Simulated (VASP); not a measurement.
Runs of VASP 6.6.1 on CaB2. The structure is that of space group Pn-3m (No. 224), or close to it. The cells are those of the table. 

```csv
task,cell,k mesh,cutoff (eV),gap on the mesh (eV),pressure (GPa)
single point,"a = 4.273 Å, 6 atoms",4 × 4 × 4,520,none,(a)
single point,"a = 5.891 Å, 6 atoms",6 × 6 × 6,520,none,0.0
single point,"a = 5.918 Å, 6 atoms",4 × 4 × 4,520,none,-0.2
relaxation of cell and atoms,"relaxed from a = 4.273 Å, 6 atoms",4 × 4 × 4,600,none,0.0
```

Alike in all rows: level PBE; potentials or basis VASP PAW PBE potentials, release 64 (Ca_sv, B); no spin polarisation; smearing gaussian 0.1 eV.

Task: Fill in the values left out.

Result: (a) 51.7.

Caveats: some runs use coarse meshes.

A gap of «none» marks levels without a gap at the run's occupations.
